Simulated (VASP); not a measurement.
Crystal: Cd.

```
Cd
1.0
     0.00000    2.21436    2.26976
     2.09010    0.00000    2.26976
     2.09010    2.21436    0.00000
Cd
1
Direct
  0.00000 0.00000 0.00000
```

```yaml
Program: VASP 6.6.1
Task: relaxation of cell and atoms
Functional: PBEsol
Potentials_or_basis: VASP PAW PBE potentials, release 64 (Cd)
Cutoff: 600 eV
k_mesh: 22 × 22 × 22
Occupations: gaussian, width 0.1 eV
Spin: no spin polarisation
```

At the start: pressure 0.2 GPa; volume 21.01 Å³/atom.

Problem. How do energy, volume and symmetry change on relaxing?

Solution. Over 13 steps the energy falls by 6.3 meV/atom and the volume is 21.05 Å³/atom (+0.2 %); space group I4/mmm (No. 139, to 0.1 Å) before, Fm-3m (No. 225, to 0.1 Å).

The path:
```csv
step,energy change (eV),largest force (eV/Å),pressure (GPa),volume (Å³)
1,0.0000,0.0000,0.24,21.01
2,-0.0025,0.0000,-0.06,21.11
3,-0.0047,0.0000,-0.60,21.27
4,-0.0050,0.0000,-0.73,21.34
5,-0.0060,0.0000,0.30,20.95
6,-0.0061,0.0000,0.10,21.01
7,-0.0061,0.0000,0.13,21.00
8,-0.0062,0.0000,0.04,21.02
9,-0.0063,0.0000,-0.08,21.05
10,-0.0063,0.0000,0.19,21.00
11,-0.0063,0.0000,0.02,21.04
12,-0.0063,0.0000,0.05,21.04
13,-0.0063,0.0000,-0.02,21.05
```

Final structure:
```
Cd
1.0
     0.00000    2.18744    2.19244
     2.19503    0.00000    2.19244
     2.19503    2.18744    0.00000
Cd
1
Direct
  0.00000 0.00000 0.00000
```

Caveat: the PAW data sets were made with another functional, which shifts forces and pressure a little.
